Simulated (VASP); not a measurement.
# WS2 (P6_3/mmc) in VASP: further runs

Runs on WS2. Level: PBEsol+D3(BJ). Tasks: single point.

Program: VASP 6.6.1. These are calculated values, not measurements. Logs are shortened: lines on timing, memory, paths and dates and some standing lists are left out, and cuts for length are marked.

## (1) The cell of the first run

The structure is hexagonal, space group P6_3/mmc (No. 194). Conventional cell: a = 2.928 Å, b = 2.928 Å, c = 11.772 Å, α = 90.00°, β = 90.00°, γ = 120.00°. Within 3.1 Å of W (site symmetry -6m2) lie 6 S at 2.31 Å and 6 W at 2.93 Å. Within 3.3 Å of S (site symmetry 3m) lie 3 W at 2.31 Å and 10 S at 2.93 to 3.22 Å.

## (2) Single point, PBEsol+D3(BJ) (strain -0.0600 x Voigt [1, 1, 0, 0, 0, 0])

The input, INCAR:

```
ALGO     = Normal         # electronic algorithm
EDIFF    = 1E-6           # SCF threshold, eV
ENCUT    = 520            # plane-wave cutoff, eV
GGA      = PS             # functional
ISIF     = 2              # what is computed and relaxed
ISMEAR   = 0              # smearing method
IVDW     = 12             # dispersion correction
LASPH    = True           # aspherical terms in the spheres
LCHARG   = False          # write CHGCAR
LREAL    = False          # projectors in reciprocal space
LWAVE    = False          # write WAVECAR
NBANDS   = 35             # bands
NELM     = 80             # most SCF steps
PREC     = Accurate       # precision mode
SIGMA    = 0.05           # smearing width, eV
```

The input, KPOINTS:

```
k-points
0
Gamma
  12 12 4
```

The input, POSCAR:

```
WS2
1.0
    2.9278437532      0.0000000000      0.0000000000
   -1.4639218766      2.5355870686      0.0000000000
    0.0000000000      0.0000000000     11.7722466704
W S
2 4
Direct
    0.3333333333      0.6666666667      0.2500000000
    0.6666666667      0.3333333333      0.7500000000
    0.3333333333      0.6666666667      0.6164531912
    0.6666666667      0.3333333333      0.1164531912
    0.3333333333      0.6666666667      0.8835468088
    0.6666666667      0.3333333333      0.3835468088
```

Potentials or basis: VASP PAW PBE potentials, release 64 (W_sv, S).

The run is started by

```bash
$ cat potpaw_PBE.64/W_sv/POTCAR potpaw_PBE.64/S/POTCAR > POTCAR
$ mpirun -np 1 vasp_std > vasp.out
```

OUTCAR:

```text
EDIFF = 1E-6
   ENCUT = 520
   GGA = PS
   ISIF = 2
   ISMEAR = 0
   IVDW = 12
   LASPH = True
   LREAL = False
   NELM = 80
   PREC = Accurate
 IVDW          = 12

 ion  position               nearest neighbor table
   1  0.333  0.667  0.250-   4 2.31   6 2.31   4 2.31   6 2.31   4 2.31   6 2.31
   2  0.667  0.333  0.750-   3 2.31   5 2.31   3 2.31   5 2.31   3 2.31   5 2.31
   3  0.333  0.667  0.616-   2 2.31   2 2.31   2 2.31
   4  0.667  0.333  0.116-   1 2.31   1 2.31   1 2.31
   5  0.333  0.667  0.884-   2 2.31   2 2.31   2 2.31
   6  0.667  0.333  0.384-   1 2.31   1 2.31   1 2.31

  LATTYP: Found a hexagonal cell.
 ALAT       =     2.9278437532
 C/A-ratio  =     4.0207906100

  Lattice vectors:

 A1 = (   2.9278437532,   0.0000000000,   0.0000000000)
 A2 = (  -1.4639218766,   2.5355870686,   0.0000000000)
 A3 = (   0.0000000000,   0.0000000000,  11.7722466704)

Analysis of symmetry for initial positions (statically):
=====================================================================
 Subroutine PRICEL returns:
 Original cell was already a primitive cell.

 Routine SETGRP: Setting up the symmetry group for a
 hexagonal supercell.

 Subroutine GETGRP returns: Found 24 space group operations
 (whereof 12 operations were pure point group operations)
 out of a pool of 24 trial point group operations.

The static configuration has the point symmetry D_3d.
 The point group associated with its full space group is D_6h.

Analysis of symmetry for dynamics (positions and initial velocities):
=====================================================================
 Subroutine PRICEL returns:
 Original cell was already a primitive cell.

 Routine SETGRP: Setting up the symmetry group for a
 hexagonal supercell.

 Subroutine GETGRP returns: Found 24 space group operations
 (whereof 12 operations were pure point group operations)
 out of a pool of 24 trial point group operations.

The dynamic configuration has the point symmetry D_3d.
 The point group associated with its full space group is D_6h.

 Subroutine INISYM returns: Found 24 space group operations
 (whereof 12 operations are pure point group operations),
 and found     1 'primitive' translations

----------------------------------------------------------------------------------------

                                     Primitive cell

  volume of cell :      87.3948

[... 97 lines left out ...]
   LREAL  =      F    real-space projection
   EDIFFG = 0.1E-04   stopping-criterion for IOM
   NSW    =      0    number of steps for IOM
   IBRION =     -1    ionic relax: 0-MD 1-quasi-New 2-CG
   NFREE  =      0    steps in history (QN), initial steepest desc. (CG)
   ISIF   =      2    stress and relaxation
   ISYM   =      2    0-nonsym 1-usesym 2-fastsym
   POTIM  = 0.5000    time-step for ionic-motion
   TEBEG  =    0.0;   TEEND  =   0.0 temperature during run
   PSTRESS=    0.0 pullay stress
   NELECT =      52.0000    total number of electrons
   NUPDOWN=      -1.0000    fix difference up-down
   EMIN   =  10.00;   EMAX   =-10.00  energy-range for DOS
   EFERMI =   0.00;   METHOD = LEGACY
   ISMEAR =     0;   SIGMA  =   0.05  broadening in eV -4-tet -1-fermi 0-gaus
   EFERMI_NEDOS =   21; number of points for ismear=-14 and -15
   IALGO  =     38    algorithm
   IMIX   =      4    mixing-type and parameters
     AMIX     =   0.40;   BMIX     =  1.00
     AMIX_MAG =   1.60;   BMIX_MAG =  1.00
  volume/ion in A,a.u.               =      14.57        98.29
  Fermi-wavevector in a.u.,A,eV,Ry     =   1.376937  2.602033 25.796035  1.895955
  Thomas-Fermi vector in A             =   2.502136
   LORBIT       =      0    0 simple, 1 ext, 2 COOP (PROOUT), +10 PAW based schemes
   GGA     = PS    functional components
   LHFCALC =     F    Hartree Fock is set to
   AEXX    =    0.0000 exact exchange contribution
   IVDW    =    12    specifies the selected vdW correction
   LEPSILON=     F    determine dielectric tensor
   LRPA    =     F    only Hartree local field effects (RPA)
 non-spin polarized calculation
 Gauss-broadening in eV      SIGMA  =   0.05
  energy-cutoff  :      520.00
  volume of cell :       87.39
 maximum number of plane-waves:      2419
 NGX is ok and might be reduce to    24
   NGX = 11   NGY = 11   NGZ = 43

 number of electron      52.0000004 magnetization

 Free energy of the ion-electron system (eV)
  ---------------------------------------------------
  ext. energy  EPLUGINS =         0.00000000
  ---------------------------------------------------
  free energy    TOTEN  =       -49.00773423 eV

  energy without entropy =      -49.00773423  energy(sigma->0) =      -49.00773423

 E-fermi :  10.0378     XC(G=0): -12.2100

 val. band max:        9.8215645339   @ k =   0.0000   0.0000   0.0000
 cond. band min:      10.5766737147   @ k =   0.1667   0.1667   0.0000
 fundamental gap:      0.7551091807
 Fermi energy:        10.0377720523

 k-point     1 :       0.0000    0.0000    0.0000
  band No.  band energies     occupation
      1     -64.1964      2.00000
      2     -64.1964      2.00000
      3     -28.7461      2.00000
      4     -28.7459      2.00000
      5     -28.2077      2.00000
      6     -28.2077      2.00000
[... 901 lines left out ...]
     34      14.9307      0.00000
     35      16.1303      0.00000

 [... further k-points ...]

------------------------ aborting loop because EDIFF is reached ----------------------------------------

 Edisp (eV)   -2.83011

 E8    (eV) :    -1.8362

  FORCE on cell =-STRESS in cart. coord.  units (eV):
  Direction    XX          YY          ZZ          XY          YZ          ZX
  --------------------------------------------------------------------------------------
  -------------------------------------------------------------------------------------
  Total      18.53204    18.53204    11.37427     0.00000    -0.00000     0.00000
  in kB     339.74113   339.74113   208.52031     0.00000    -0.00000     0.00000
  external pressure =      296.00 kB  Pullay stress =        0.00 kB

 VOLUME and BASIS-vectors are now :
 -----------------------------------------------------------------------------
  energy-cutoff  :      520.00
  volume of cell :       87.39
      direct lattice vectors                 reciprocal lattice vectors
     2.927843753  0.000000000  0.000000000     0.341548281  0.197192992  0.000000000
    -1.463921877  2.535587069  0.000000000     0.000000000  0.394385984  0.000000000
     0.000000000  0.000000000 11.772246670     0.000000000  0.000000000  0.084945553

 POSITION                                       TOTAL-FORCE (eV/Angst)
 -----------------------------------------------------------------------------------
     -0.00000      1.69039      2.94306        -0.000000     -0.000000      0.000000
      1.46392      0.84520      8.82919         0.000000     -0.000000      0.000000
     -0.00000      1.69039      7.25704        -0.000000      0.000000     -1.795078
      1.46392      0.84520      1.37092         0.000000      0.000000     -1.795078
     -0.00000      1.69039     10.40133        -0.000000      0.000000      1.795078
      1.46392      0.84520      4.51521         0.000000      0.000000      1.795078
 -----------------------------------------------------------------------------------
    total drift:                               -0.000000      0.000000     -0.000000

  FREE ENERGIE OF THE ION-ELECTRON SYSTEM (eV)
  ---------------------------------------------------
  free  energy   TOTEN  =       -51.8378466502 eV

  energy  without entropy=      -51.8378466502  energy(sigma->0) =      -51.83784665
```

OSZICAR:

```text
N       E                     dE             d eps       ncg     rms          rms(c)
DAV:   1     0.531157326073E+03    0.53116E+03   -0.28592E+04  4230   0.154E+03
DAV:   2    -0.147078950798E+02   -0.54587E+03   -0.52651E+03  4469   0.434E+02
DAV:   3    -0.502605436104E+02   -0.35553E+02   -0.34830E+02  4933   0.104E+02
DAV:   4    -0.510891809494E+02   -0.82864E+00   -0.82447E+00  4763   0.163E+01
DAV:   5    -0.511027810707E+02   -0.13600E-01   -0.13593E-01  4842   0.226E+00    0.530E+01
DAV:   6    -0.493347181563E+02    0.17681E+01   -0.40807E+00  4635   0.138E+01    0.236E+01
DAV:   7    -0.490849414457E+02    0.24978E+00   -0.19502E+00  4417   0.645E+00    0.585E+00
DAV:   8    -0.490147987425E+02    0.70143E-01   -0.41932E-01  4439   0.385E+00    0.298E+00
DAV:   9    -0.490133676730E+02    0.14311E-02   -0.38150E-02  4820   0.943E-01    0.195E+00
DAV:  10    -0.490083418235E+02    0.50258E-02   -0.37362E-02  4768   0.125E+00    0.803E-01
DAV:  11    -0.490077363219E+02    0.60550E-03   -0.35318E-03  4434   0.386E-01    0.199E-01
DAV:  12    -0.490077465429E+02   -0.10221E-04   -0.10706E-04  4506   0.656E-02    0.196E-01
DAV:  13    -0.490077371752E+02    0.93677E-05   -0.22817E-05  4713   0.292E-02    0.604E-02
DAV:  14    -0.490077347123E+02    0.24628E-05   -0.11914E-05  3990   0.165E-02    0.284E-02
DAV:  15    -0.490077342292E+02    0.48310E-06   -0.25804E-06  3387   0.107E-02
   1 F= -.51837847E+02 E0= -.51837847E+02  d E =-.371035E-12
```

stdout:

```text
POSCAR found type information on POSCAR W S
 POSCAR found :  2 types and       6 ions
 scaLAPACK will be used
 -----------------------------------------------------------------------------
|                                                                             |
|                                                                             |
|     You enforced a specific xc type in the INCAR file but a different       |
|     I HOPE YOU KNOW WHAT YOU ARE DOING!                                     |
|                                                                             |
 -----------------------------------------------------------------------------

 LDA part: xc-table for (Slater+PW92), standard interpolation
 POSCAR, INCAR and KPOINTS ok, starting setup
 FFT: planning ... GRIDC
 FFT: planning ... GRID_SOFT
 FFT: planning ... GRID
 WAVECAR not read
 entering main loop
```

Wall time 3.8 min (1 thread of AMD EPYC 7R43 (Zen 3), shared host); peak memory 0.27 GiB.

Results:

```yaml
Free_energy: -51.8378 eV
Pressure: 29.6 GPa
Largest_force: 1.795 eV/Å
Band_gap_on_the_k_mesh: 0.76 eV (least direct gap 1.82 eV)
Dispersion_energy_per_atom: -0.472 eV
```

Forces in eV/Å, atoms in the order of the input:
```
W    0.000  0.000  0.000
W    0.000  0.000  0.000
S    0.000  0.000 -1.795
S    0.000  0.000 -1.795
S    0.000  0.000  1.795
S    0.000  0.000  1.795
```

Levels at points of the mesh, in eV from the valence-band top:
```
           k point  band 23  band 24  band 25  band 26  band 27  band 28  band 29  band 30
(0.00, 0.00, 0.00)    -1.64    -1.64    -1.46     0.00     3.12     3.12     3.15     3.15
(0.50, 0.00, 0.00)    -1.76    -1.67    -1.44    -1.06     2.87     3.43     3.66     3.72
(0.00, 0.00, 0.50)    -1.68    -1.68    -0.45    -0.45     3.12     3.12     3.12     3.12
(0.50, 0.00, 0.50)    -1.70    -1.70    -1.25    -1.25     3.32     3.32     3.68     3.68
```

Caveat: the cell differs from its parent crystal (strain -0.0600 x Voigt [1, 1, 0, 0, 0, 0]); the stress differs along the axes, from 21 to 34 GPa; the PAW data sets were made with another functional, which shifts forces and pressure a little; spin-orbit coupling is left out, which moves the levels of the heavy elements.

## (3) Single point, PBEsol+D3(BJ) (strain -0.0450 x Voigt [1, 1, 0, 0, 0, 0])

The input, INCAR:

```
SYSTEM = WS2
PREC = Accurate ; ENCUT = 520
EDIFF = 1E-6 ; ISMEAR = 0
SIGMA = 0.05 ; LREAL = .False.
LASPH = .True. ; NELM = 60
ALGO = Normal ; ISIF = 2
LWAVE = .False. ; LCHARG = .False.
GGA = PS ; IVDW = 12
NBANDS = 35
```

The input, KPOINTS:

```
Automatic mesh
0
Gamma
  12 12 4
  0 0 0
```

POSCAR, as its differences from that of step 2:

```diff
@@ -2,4 +2,4 @@
 1.0
-    2.9278437532      0.0000000000      0.0000000000
-   -1.4639218766      2.5355870686      0.0000000000
+    2.9745646642      0.0000000000      0.0000000000
+   -1.4872823321      2.5760485644      0.0000000000
     0.0000000000      0.0000000000     11.7722466704
```

Potentials or basis: VASP PAW PBE potentials, release 64 (W_sv, S).

The run is started by

```bash
$ cat potpaw_PBE.64/W_sv/POTCAR potpaw_PBE.64/S/POTCAR > POTCAR
$ mpirun -np 1 vasp_std > vasp.out
```

OUTCAR:

```text
SYSTEM = WS2
   PREC = Accurate
   ENCUT = 520
   EDIFF = 1E-6
   ISMEAR = 0
   LREAL = .False.
   LASPH = .True.
   NELM = 60
   ISIF = 2
   GGA = PS
   IVDW = 12
 IVDW          = 12

 ion  position               nearest neighbor table
   1  0.333  0.667  0.250-   4 2.33   6 2.33   4 2.33   6 2.33   4 2.33   6 2.33
   2  0.667  0.333  0.750-   3 2.33   5 2.33   3 2.33   5 2.33   3 2.33   5 2.33
   3  0.333  0.667  0.616-   2 2.33   2 2.33   2 2.33
   4  0.667  0.333  0.116-   1 2.33   1 2.33   1 2.33
   5  0.333  0.667  0.884-   2 2.33   2 2.33   2 2.33
   6  0.667  0.333  0.384-   1 2.33   1 2.33   1 2.33

  LATTYP: Found a hexagonal cell.
 ALAT       =     2.9745646642
 C/A-ratio  =     3.9576368307

  Lattice vectors:

 A1 = (   2.9745646642,   0.0000000000,   0.0000000000)
 A2 = (  -1.4872823321,   2.5760485644,   0.0000000000)
 A3 = (   0.0000000000,   0.0000000000,  11.7722466704)

Analysis of symmetry for initial positions (statically):
=====================================================================
 Subroutine PRICEL returns:
 Original cell was already a primitive cell.

 Routine SETGRP: Setting up the symmetry group for a
 hexagonal supercell.

 Subroutine GETGRP returns: Found 24 space group operations
[... 182 lines left out ...]

 k-point     1 :       0.0000    0.0000    0.0000
  band No.  band energies     occupation
      1     -64.7190      2.00000
      2     -64.7190      2.00000
      3     -29.1991      2.00000
      4     -29.1989      2.00000
      5     -28.7550      2.00000
      6     -28.7550      2.00000
[... 901 lines left out ...]
     34      14.3001      0.00000
     35      15.6049      0.00000

 [... further k-points ...]

------------------------ aborting loop because EDIFF is reached ----------------------------------------

 Edisp (eV)   -2.74105

 E8    (eV) :    -1.7785

  FORCE on cell =-STRESS in cart. coord.  units (eV):
  Direction    XX          YY          ZZ          XY          YZ          ZX
  --------------------------------------------------------------------------------------
  -------------------------------------------------------------------------------------
  Total      13.34117    13.34117     8.14331    -0.00000     0.00000     0.00000
  in kB     236.95601   236.95601   144.63542    -0.00000     0.00000     0.00000
  external pressure =      206.18 kB  Pullay stress =        0.00 kB

 VOLUME and BASIS-vectors are now :
 -----------------------------------------------------------------------------
  energy-cutoff  :      520.00
  volume of cell :       90.21
      direct lattice vectors                 reciprocal lattice vectors
     2.974564664  0.000000000  0.000000000     0.336183648  0.194095720  0.000000000
    -1.487282332  2.576048564  0.000000000     0.000000000  0.388191439  0.000000000
     0.000000000  0.000000000 11.772246670     0.000000000  0.000000000  0.084945553

 POSITION                                       TOTAL-FORCE (eV/Angst)
 -----------------------------------------------------------------------------------
     -0.00000      1.71737      2.94306         0.000000      0.000000      0.000000
      1.48728      0.85868      8.82919        -0.000000     -0.000000      0.000000
     -0.00000      1.71737      7.25704        -0.000000      0.000000     -1.285439
      1.48728      0.85868      1.37092        -0.000000     -0.000000     -1.285439
     -0.00000      1.71737     10.40133         0.000000     -0.000000      1.285439
      1.48728      0.85868      4.51521         0.000000     -0.000000      1.285439
 -----------------------------------------------------------------------------------
    total drift:                               -0.000000      0.000000     -0.000000

  FREE ENERGIE OF THE ION-ELECTRON SYSTEM (eV)
  ---------------------------------------------------
  free  energy   TOTEN  =       -52.3430168721 eV

  energy  without entropy=      -52.3430168721  energy(sigma->0) =      -52.34301687
```

Run time: 3.7 min. Hardware: 1 thread of AMD EPYC 7R43 (Zen 3), shared host; peak memory 0.27 GiB.

What came out:

```
Free energy                : -52.3430 eV
Pressure                   : 20.6 GPa
Largest force              : 1.285 eV/Å
Band gap on the k mesh     : 0.71 eV (least direct gap 1.91 eV)
Dispersion energy per atom : -0.457 eV
```

Forces in eV/Å, atoms in the order of the input:
```
W    0.000  0.000  0.000
W    0.000  0.000  0.000
S    0.000  0.000 -1.285
S    0.000  0.000 -1.285
S    0.000  0.000  1.285
S    0.000  0.000  1.285
```

Caveat: the cell differs from its parent crystal (strain -0.0450 x Voigt [1, 1, 0, 0, 0, 0]); the stress differs along the axes, from 14 to 24 GPa; the PAW data sets were made with another functional, which shifts forces and pressure a little; spin-orbit coupling is left out, which moves the levels of the heavy elements. A k mesh can miss the band edges.

(Part 1 of 2 ends here.)
